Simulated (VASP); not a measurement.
CaHf3: single point with PBE

Crystal: CaHf3.

```
Ca Hf
1.0
     4.29873    0.00000    0.00000
     0.00000    4.29873    0.00000
     0.00000    0.00000    4.29873
Ca Hf
1 3
Cartesian
  0.0000 0.0000 0.0000
  0.0000 2.1494 2.1494
  2.1494 0.0000 2.1494
  2.1494 2.1494 0.0000
```

The cell was built from a structure type or drawn by symmetry, and may not be a known phase.

```
Program             : VASP 6.6.1
Task                : single point
Functional          : PBE
Potentials or basis : VASP PAW PBE potentials, release 64 (Ca_sv, Hf_pv)
Cutoff              : 500 eV
k mesh              : 4 × 4 × 4
Occupations         : gaussian, width 0.1 eV
Spin                : no spin polarisation
```

```yaml
Pressure: 21.0 GPa
Band_gap_on_the_k_mesh: zero (bands 20 and 21 overlap by 1.25 eV)
```

Levels at points of the mesh, in eV from the Fermi level:
```tsv
k point	band 16	band 17	band 18	band 19	band 20	band 21	band 22	band 23	band 24	band 25
(0.00, 0.00, 0.00)	-3.30	-3.30	-2.23	-2.23	-2.23	1.91	1.91	1.91	3.47	3.47
(0.50, 0.00, 0.00)	-2.11	-1.47	-1.18	-0.34	-0.34	-0.01	0.12	0.12	1.44	1.87
(0.50, 0.50, 0.00)	-2.55	-1.50	-0.56	-0.28	-0.28	-0.23	0.19	0.19	0.34	0.97
(0.50, 0.50, 0.50)	-3.71	-2.86	0.95	0.96	0.96	0.96	1.36	1.36	1.36	1.64
```

Run time: 16 s on 1 thread of Intel(R) Xeon(R) Platinum 8488C (Sapphire Rapids), with other jobs on the host, peak memory 0.18 GiB.

Caveat: the k points lie up to 0.37 Å⁻¹ apart, too coarse for converged energies and pressures of a metal; spin-orbit coupling is left out, which moves the levels of the heavy elements.
